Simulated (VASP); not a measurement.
Crystal: Zn.

```xyz
2
Lattice="2.6700 0.0000 0.0000 -1.3350 2.3123 0.0000 0.0000 0.0000 4.9660" Properties=species:S:1:pos:R:3 pbc="T T T"
Zn    0.0000    1.5415    1.2415
Zn    1.3350    0.7708    3.7245
```

- Program: VASP 6.6.1
- Task: relaxation of cell and atoms
- Functional: LDA
- Potentials or basis: VASP PAW LDA potentials, release 64 (Zn)
- Cutoff: 600 eV
- k mesh: 21 × 21 × 10
- Occupations: methfessel-paxton, width 0.1 eV
- Spin: no spin polarisation

At the start: pressure -8.9 GPa; volume 15.33 Å³/atom.

Problem. How do energy, volume and symmetry change on relaxing?

Solution. Over 8 steps the energy falls by 53.4 meV/atom and the volume is 13.75 Å³/atom (-10.3 %); space group P6_3/mmc (No. 194, to 0.1 Å) before and after.

The path:
| step | energy change (eV) | largest force (eV/Å) | pressure (GPa) | volume (Å³) |
| --- | --- | --- | --- | --- |
| 1 | 0.0000 | 0.0000 | -8.88 | 30.66 |
| 2 | -0.1032 | 0.0000 | 2.10 | 27.04 |
| 3 | -0.1067 | 0.0000 | 0.09 | 27.52 |
| 4 | -0.1067 | 0.0000 | -0.18 | 27.58 |
| 5 | -0.1067 | 0.0000 | -0.24 | 27.57 |
| 6 | -0.1067 | 0.0000 | -0.23 | 27.56 |
| 7 | -0.1067 | 0.0000 | -0.22 | 27.55 |
| 8 | -0.1067 | 0.0000 | -0.02 | 27.50 |

Final structure:
```
Zn
1.0
     2.55827    0.00000    0.00000
    -1.27914    2.21553    0.00000
     0.00000    0.00000    4.85262
Zn
2
Direct
  0.33333 0.66667 0.25000
  0.66667 0.33333 0.75000
```
